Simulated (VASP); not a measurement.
Wanted: the native input for a VASP 6.6.1 run.

| Property | Result |
| --- | --- |
| Task | single point |
| Functional | r2SCAN |
| Potentials or basis | VASP PAW PBE potentials, release 64 (Ta_pv, Si) |
| Cutoff | 520 eV |
| k mesh | 10 × 10 × 10 |
| Occupations | gaussian, width 0.1 eV |
| Spin | no spin polarisation |
| Dipole correction | no |
| Further INCAR settings | ALGO = Normal; EDIFF = 1e-06; NBANDS = 28 |

Crystal: TaSi2.

```xyz
6
Lattice="0.0000 3.4415 3.4415 3.4415 0.0000 3.4415 3.4415 3.4415 0.0000" Properties=species:S:1:pos:R:3 pbc="T T T"
Ta    3.4415    3.4415    3.4415
Ta    5.1622    5.1622    5.1622
Si    0.8604    0.8604    0.8604
Si    0.8604    2.5811    2.5811
Si    2.5811    2.5811    0.8604
Si    2.5811    0.8604    2.5811
```

These files were run (other wordings do the same):

POSCAR

```
TaSi2
1.0
    0.0000000000      3.4414797626      3.4414797626
    3.4414797626      0.0000000000      3.4414797626
    3.4414797626      3.4414797626      0.0000000000
Ta Si
2 4
Direct
    0.5000000000      0.5000000000      0.5000000000
    0.7500000000      0.7500000000      0.7500000000
    0.1250000000      0.1250000000      0.1250000000
    0.6250000000      0.1250000000      0.1250000000
    0.1250000000      0.1250000000      0.6250000000
    0.1250000000      0.6250000000      0.1250000000
```

INCAR.step1

```
SYSTEM = TaSi2
PREC     = Accurate       ! precision mode
ENCUT    = 520            ! plane-wave cutoff, eV
ISMEAR   = 0              ! smearing method
SIGMA    = 0.1            ! smearing width, eV
LREAL    = .False.        ! projectors in reciprocal space
LASPH    = .True.         ! aspherical terms in the spheres
NELM     = 100            ! most SCF steps
NBANDS   = 28             ! bands
GGA      = PE             ! functional
ALGO     = Normal         ! electronic algorithm
EDIFF    = 1E-4           ! SCF threshold, eV
LWAVE    = .True.         ! write WAVECAR
LCHARG   = .False.        ! write CHGCAR
```

INCAR.step2

```
SYSTEM = TaSi2
PREC     = Accurate       ! precision mode
ENCUT    = 520            ! plane-wave cutoff, eV
EDIFF    = 1E-6           ! SCF threshold, eV
ISMEAR   = 0              ! smearing method
SIGMA    = 0.1            ! smearing width, eV
LREAL    = .False.        ! projectors in reciprocal space
LASPH    = .True.         ! aspherical terms in the spheres
NELM     = 100            ! most SCF steps
ALGO     = Normal         ! electronic algorithm
ISIF     = 2              ! what is computed and relaxed
LWAVE    = .False.        ! write WAVECAR
LCHARG   = .True.         ! write CHGCAR
METAGGA  = R2SCAN         ! meta-GGA
LMIXTAU  = .True.       
LELF     = .True.         ! ELF
LVHAR    = .True.       
NBANDS   = 28             ! bands
ISTART   = 1
```

KPOINTS

```
regular mesh
0
Gamma
  10 10 10
  0 0 0
```

Potentials or basis: VASP PAW PBE potentials, release 64 (Ta_pv, Si).

Launch:

```console
$ cat potpaw_PBE.64/Ta_pv/POTCAR potpaw_PBE.64/Si/POTCAR > POTCAR
$ cp INCAR.step1 INCAR
$ mpirun -np 1 vasp_std > vasp.out
$ cp INCAR.step2 INCAR
$ mpirun -np 1 vasp_std > vasp.out
```

It gave:

```json
{"Pressure": "0.4 GPa", "Band gap on the k mesh": "zero (bands 19 and 20 overlap by 2.46 eV)"}
```

Caveat: the PAW data sets were made with another functional, which shifts forces and pressure a little; spin-orbit coupling is left out, which moves the levels of the heavy elements.

Wall time 4.4 min on 1 thread of Intel(R) Xeon(R) Platinum 8488C (Sapphire Rapids), with other jobs on the host, peak memory 0.27 GiB.
